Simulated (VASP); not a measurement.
# TeAs2 (I4_1/amd) in VASP: a series of runs

Runs on TeAs2. Level: PBEsol. Tasks: single point.

Program: VASP 6.6.1. These are calculated values, not measurements. Logs are shortened: lines on timing, memory, paths and dates and some standing lists are left out, and cuts for length are marked.

**1. The cell of the first run**

The structure is tetragonal, space group I4_1/amd (No. 141). Conventional cell: a = 7.113 Å, b = 7.113 Å, c = 5.881 Å, α = 90.00°, β = 90.00°, γ = 90.00°. Within 3.7 Å of Te (site symmetry -4m2) lie 4 As at 2.83 Å. As (site symmetry 2/m) has 2 Te at 2.83 Å and 6 As at 2.91 to 3.56 Å within 3.7 Å.

**2. Single point, PBEsol**

INCAR

```
PREC = Accurate ; ENCUT = 520
EDIFF = 1E-7 ; ISMEAR = 0
SIGMA = 0.1 ; LREAL = False
LASPH = True ; NELM = 100
ALGO = Normal ; ISIF = 2
LWAVE = False ; LCHARG = True
GGA = PS ; LELF = True
LVHAR = True ; NBANDS = 25
```

KPOINTS

```
regular mesh
0
Gamma
  2 2 2
```

POSCAR

```
TeAs2
1.0
   -3.5564540000      3.5564540000      2.9405160000
    3.5564540000     -3.5564540000      2.9405160000
    3.5564540000      3.5564540000     -2.9405160000
Te As
2 4
Direct
    0.7500000000      0.2500000000      0.5000000000
    0.0000000000      0.0000000000      0.0000000000
    0.3750000000      0.6250000000      0.2500000000
    0.3750000000      0.1250000000      0.7500000000
    0.3750000000      0.6250000000      0.7500000000
    0.8750000000      0.6250000000      0.2500000000
```

Potentials or basis: VASP PAW PBE potentials, release 64 (Te, As).

Started as:

```console
> cat potpaw_PBE.64/Te/POTCAR potpaw_PBE.64/As/POTCAR > POTCAR
> mpirun -np 1 vasp_std > vasp.out
```

OUTCAR:

```text
PREC = Accurate
   ENCUT = 520
   EDIFF = 1E-7
   ISMEAR = 0
   LREAL = False
   LASPH = True
   NELM = 100
   ISIF = 2
   GGA = PS

 ion  position               nearest neighbor table
   1  0.750  0.250  0.500-   4 2.83   6 2.83   5 2.83   3 2.83
   2  0.000  0.000  0.000-   4 2.83   6 2.83   3 2.83   5 2.83
   3  0.375  0.625  0.250-   1 2.83   2 2.83   6 2.91   5 2.91   5 2.91   6 2.91
   4  0.375  0.125  0.750-   1 2.83   2 2.83   5 2.91   6 2.91   5 2.91   6 2.91
   5  0.375  0.625  0.750-   2 2.83   1 2.83   4 2.91   3 2.91   4 2.91   3 2.91
   6  0.875  0.625  0.250-   1 2.83   2 2.83   3 2.91   4 2.91   3 2.91   4 2.91

  LATTYP: Found a body centered tetragonal cell.
 ALAT       =     7.1129080000
 C/A-ratio  =     0.8268112001

  Lattice vectors:

 A1 = (  -3.5564540000,   3.5564540000,   2.9405160000)
 A2 = (   3.5564540000,  -3.5564540000,   2.9405160000)
 A3 = (   3.5564540000,   3.5564540000,  -2.9405160000)

Analysis of symmetry for initial positions (statically):
=====================================================================
 Subroutine PRICEL returns:
 Original cell was already a primitive cell.

 Routine SETGRP: Setting up the symmetry group for a
 body centered tetragonal supercell.

 Subroutine GETGRP returns: Found 16 space group operations
 (whereof  8 operations were pure point group operations)
 out of a pool of 16 trial point group operations.

The static configuration has the point symmetry D_2d.
 The point group associated with its full space group is D_4h.

Analysis of symmetry for dynamics (positions and initial velocities):
=====================================================================
 Subroutine PRICEL returns:
 Original cell was already a primitive cell.

 Routine SETGRP: Setting up the symmetry group for a
 body centered tetragonal supercell.

 Subroutine GETGRP returns: Found 16 space group operations
 (whereof  8 operations were pure point group operations)
 out of a pool of 16 trial point group operations.

The dynamic configuration has the point symmetry D_2d.
 The point group associated with its full space group is D_4h.

 Subroutine INISYM returns: Found 16 space group operations
 (whereof  8 operations are pure point group operations),
 and found     1 'primitive' translations

----------------------------------------------------------------------------------------

                                     Primitive cell
[... 80 lines left out ...]
   EDIFFG = 0.1E-05   stopping-criterion for IOM
   NSW    =      0    number of steps for IOM
   IBRION =     -1    ionic relax: 0-MD 1-quasi-New 2-CG
   NFREE  =      0    steps in history (QN), initial steepest desc. (CG)
   ISIF   =      2    stress and relaxation
   ISYM   =      2    0-nonsym 1-usesym 2-fastsym
   POTIM  = 0.5000    time-step for ionic-motion
   TEBEG  =    0.0;   TEEND  =   0.0 temperature during run
   PSTRESS=    0.0 pullay stress
   NELECT =      32.0000    total number of electrons
   NUPDOWN=      -1.0000    fix difference up-down
   EMIN   =  10.00;   EMAX   =-10.00  energy-range for DOS
   EFERMI =   0.00;   METHOD = LEGACY
   ISMEAR =     0;   SIGMA  =   0.10  broadening in eV -4-tet -1-fermi 0-gaus
   EFERMI_NEDOS =   21; number of points for ismear=-14 and -15
   IALGO  =     38    algorithm
   IMIX   =      4    mixing-type and parameters
     AMIX     =   0.40;   BMIX     =  1.00
     AMIX_MAG =   1.60;   BMIX_MAG =  1.00
  volume/ion in A,a.u.               =      24.80       167.33
  Fermi-wavevector in a.u.,A,eV,Ry     =   0.980887  1.853607 13.090692  0.962139
  Thomas-Fermi vector in A             =   2.111851
   LORBIT       =      0    0 simple, 1 ext, 2 COOP (PROOUT), +10 PAW based schemes
   GGA     = PS    functional components
   LHFCALC =     F    Hartree Fock is set to
   AEXX    =    0.0000 exact exchange contribution
   IVDW    =     0    specifies the selected vdW correction
   LEPSILON=     F    determine dielectric tensor
   LRPA    =     F    only Hartree local field effects (RPA)
 non-spin polarized calculation
 Gauss-broadening in eV      SIGMA  =   0.10
  energy-cutoff  :      520.00
  volume of cell :      148.77
 maximum number of plane-waves:      4018
 NGX is ok and might be reduce to    48
   NGX = 21   NGY = 21   NGZ = 21

 number of electron      31.9999998 magnetization

 Free energy of the ion-electron system (eV)
  ---------------------------------------------------
  ext. energy  EPLUGINS =         0.00000000
  ---------------------------------------------------
  free energy    TOTEN  =       -24.59878315 eV

  energy without entropy =      -24.52475340  energy(sigma->0) =      -24.56176827

 E-fermi :   5.3763     XC(G=0):  -9.9835

 val. band max:        5.3411163920   @ k =   0.5000   0.0000   0.0000
 cond. band min:       5.4562955295   @ k =   0.5000   0.0000   0.0000
 fundamental gap:      0.1151791376
 Fermi energy:         5.3762591413

 k-point     1 :       0.0000    0.0000    0.0000
  band No.  band energies     occupation
      1      -8.4735      2.00000
      2      -5.5540      2.00000
      3      -4.5266      2.00000
      4      -4.5266      2.00000
      5      -3.9437      2.00000
      6      -3.2491      2.00000
[... 101 lines left out ...]
     24       8.9988      0.00000
     25      11.6886      0.00000

------------------------ aborting loop because EDIFF is reached ----------------------------------------

  FORCE on cell =-STRESS in cart. coord.  units (eV):
  Direction    XX          YY          ZZ          XY          YZ          ZX
  --------------------------------------------------------------------------------------
  -------------------------------------------------------------------------------------
  Total       -2.1189182     -2.1189182     -6.4144403      0.0000000     -0.0000000      0.0000000
  in kB      -22.8195380    -22.8195380    -69.0798553      0.0000000     -0.0000000      0.0000000
  external PRESSURE =     -38.2396438 kB  Pullay stress =       0.0000000 kB

 VOLUME and BASIS-vectors are now :
 -----------------------------------------------------------------------------
  energy-cutoff  :      520.00
  volume of cell :      148.77
      direct lattice vectors                 reciprocal lattice vectors
    -3.556454000  3.556454000  2.940516000     0.000000000  0.140589475  0.170038184
     3.556454000 -3.556454000  2.940516000     0.140589475  0.000000000  0.170038184
     3.556454000  3.556454000 -2.940516000     0.140589475  0.140589475  0.000000000

 POSITION                                       TOTAL-FORCE (eV/Angst)
 -----------------------------------------------------------------------------------
      0.00000      3.55645      1.47026        -0.000000      0.000000     -0.000000
      0.00000      0.00000      0.00000         0.000000     -0.000000      0.000000
      1.77823     -0.00000      2.20539        -0.000000      0.000000      0.000000
      1.77823      3.55645     -0.73513        -0.000000      0.000000      0.000000
      3.55645      1.77823      0.73513        -0.000000      0.000000      0.000000
     -0.00000      1.77823      3.67564        -0.000000      0.000000      0.000000
 -----------------------------------------------------------------------------------
    total drift:                                0.000000     -0.000000      0.000000

  FREE ENERGIE OF THE ION-ELECTRON SYSTEM (eV)
  ---------------------------------------------------
  free  energy   TOTEN  =       -24.5987831517 eV

  energy  without entropy=      -24.5247533955  energy(sigma->0) =      -24.56176827
```

stdout:

```text
POSCAR found type information on POSCAR TeAs
 POSCAR found :  2 types and       6 ions
 scaLAPACK will be used
 -----------------------------------------------------------------------------
|                                                                             |
|                                                                             |
|     You enforced a specific xc type in the INCAR file but a different       |
|     I HOPE YOU KNOW WHAT YOU ARE DOING!                                     |
|                                                                             |
 -----------------------------------------------------------------------------

 LDA part: xc-table for (Slater+PW92), standard interpolation
 POSCAR, INCAR and KPOINTS ok, starting setup
 FFT: planning ... GRIDC
 FFT: planning ... GRID_SOFT
 FFT: planning ... GRID
 WAVECAR not read
 entering main loop
```

Wall time 58 s (1 thread of Intel Xeon 8259CL, shared host); peak memory 0.31 GiB.

Results:

```
Free energy            : -24.5988 eV
Pressure               : -3.8 GPa
Band gap on the k mesh : zero (bands 16 and 17 overlap by 0.43 eV)
```

Levels at points of the mesh, in eV from the Fermi level:
```
           k point  band 12  band 13  band 14  band 15  band 16  band 17  band 18  band 19  band 20  band 21
(0.00, 0.00, 0.00)    -2.77    -2.77    -1.91    -1.91    -0.59     1.88     3.19     3.19     4.02     4.29
(0.50, 0.00, 0.00)    -1.77    -1.48    -0.66    -0.08    -0.04     0.08     0.22     1.52     1.76     2.92
(0.50, 0.50, 0.00)    -2.00    -0.87    -0.87    -0.85    -0.85    -0.06    -0.06     2.12     2.12     3.64
(0.50, 0.50, 0.50)    -2.71    -0.44    -0.44     0.37     0.37     0.42     0.42     0.95     0.95     2.80
```

Caveat: the k points lie up to 0.69 Å⁻¹ apart; the PAW data sets were made with another functional, which shifts forces and pressure a little; spin-orbit coupling is left out, which moves the levels of the heavy elements.

**3. Single point, PBEsol**

INCAR

```
ALGO = Normal ; EDIFF = 1E-6
ENCUT = 520 ; GGA = PS
ISIF = 2 ; ISMEAR = 0
LASPH = True ; LCHARG = True
LELF = True ; LREAL = False
LVHAR = True ; LWAVE = False
NBANDS = 25 ; NELM = 80
PREC = Accurate ; SIGMA = 0.1
```

KPOINTS

```
k-points
0
Gamma
  4 4 4
```

POSCAR is that of step 2.

Potentials or basis: VASP PAW PBE potentials, release 64 (Te, As).

Started as:

```console
> cat potpaw_PBE.64/Te/POTCAR potpaw_PBE.64/As/POTCAR > POTCAR
> mpirun -np 1 vasp_std > vasp.out
```

It took 1.7 min on 1 thread of Intel Xeon 8259CL, shared host; peak memory 0.32 GiB.

The run converged. Its results:

```yaml
Free_energy: -26.2316 eV
Pressure: -4.4 GPa
Band_gap_on_the_k_mesh: zero (bands 16 and 17 overlap by 0.50 eV)
```

Stress tensor (GPa, compression positive):
```
-4.02  0.00  0.00
 0.00 -4.02  0.00
 0.00  0.00 -5.17
```

Levels at points of the mesh, in eV from the Fermi level:
| k point | band 13 | band 14 | band 15 | band 16 | band 17 | band 18 | band 19 | band 20 |
| --- | --- | --- | --- | --- | --- | --- | --- | --- |
| (0.00, 0.00, 0.00) | -2.77 | -2.02 | -2.02 | -0.67 | 1.75 | 3.09 | 3.09 | 3.89 |
| (0.50, 0.00, 0.00) | -1.54 | -0.79 | -0.25 | -0.22 | -0.07 | 0.20 | 1.44 | 1.68 |
| (0.50, 0.50, 0.00) | -1.02 | -1.02 | -0.94 | -0.94 | -0.17 | -0.17 | 2.04 | 2.04 |
| (0.50, 0.50, 0.50) | -0.62 | -0.62 | 0.19 | 0.19 | 0.25 | 0.25 | 0.82 | 0.82 |

Caveat: the cell stands under tension; the PAW data sets were made with another functional, which shifts forces and pressure a little; spin-orbit coupling is left out, which moves the levels of the heavy elements.

The gap in the log of VASP goes by the Fermi energy; the results here count the filled bands.